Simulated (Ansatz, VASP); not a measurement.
## InSi2B3 in VASP and in Ansatz

The input INCAR:

```
ALGO = Normal
EDIFF = 1E-7
EDIFFG = -0.01
ENCUT = 600
GGA = PE
IBRION = 2
ISIF = 3
ISMEAR = 0
LASPH = True
LCHARG = False
LREAL = False
LWAVE = False
NELM = 100
NSW = 100
PREC = Accurate
SIGMA = 0.1
```

File KPOINTS:

```
k-points
0
Gamma
  12 12 4
```

The input POSCAR:

```
InSi2B3
1.0
    3.4132615399      0.0000000000      0.0000000000
   -1.7066307700      2.9559712033      0.0000000000
    0.0000000000      0.0000000000      9.1743622672
In Si B
1 2 3
Direct
    0.0000000000      0.0000000000      0.5000000000
    0.3333333333      0.6666666667      0.8117138038
    0.6666666667      0.3333333333      0.1882861962
    0.0000000000      0.0000000000      0.1768242980
    0.0000000000      0.0000000000      0.8231757020
    0.0000000000      0.0000000000      0.0000000000
```

Input for Ansatz:

```yaml
crystal:
  lattice:
    - [3.4132615399, 0.0, 0.0]
    - [-1.70663077, 2.9559712033, 0.0]
    - [0.0, 0.0, 9.1743622672]
  atoms:
    - { symbol: In, position: [0.0, 0.0, 0.5] }
    - { symbol: Si, position: [0.3333333333, 0.6666666667, 0.8117138038] }
    - { symbol: Si, position: [0.6666666667, 0.3333333333, 0.1882861962] }
    - { symbol: B, position: [0.0, 0.0, 0.176824298] }
    - { symbol: B, position: [0.0, 0.0, 0.823175702] }
    - { symbol: B, position: [0.0, 0.0, 0.0] }
basis:
  ecutwfc: 420
kpoints:
  mp_grid: { grid: [12, 12, 4] }
hamiltonian:
  xc: pbe
scf:
  occupations: { method: gaussian, width: 0.1 }
output:
  forces: true
  stress: true
  eigenvalues: true
relax:
  adjacent_minimum: "off"
  f_tol: 0.01
  max_steps: 80
  cell: { stress_tol: 0.05 }
```

Alike in both runs: task relaxation of cell and atoms; functional PBE; k mesh 12 × 12 × 4; occupations gaussian, width 0.1 eV; no spin polarisation.

|  | VASP | Ansatz |
| --- | --- | --- |
| version | VASP 6.6.1 | Ansatz 0.2.0 |
| potentials or method | VASP PAW PBE potentials, release 64 (In_d, Si, B), cutoff 600 eV | scalar-relativistic, plane waves, PAW |
| valence electrons in the cell | 30 | 30 |

|  | VASP | Ansatz | Ansatz less VASP |
| --- | --- | --- | --- |
| gap on the k mesh at the Fermi level, each at its own relaxed structure (eV) | none | none | - |
| relaxed volume (Å³/atom) | 15.29 | 15.30 | +0.009 |
| relaxed cell length with the largest relative difference (Å) | 9.096 | 9.090 | -0.0060 |

A gap of «none» marks a metal or a gap that the smearing closes.
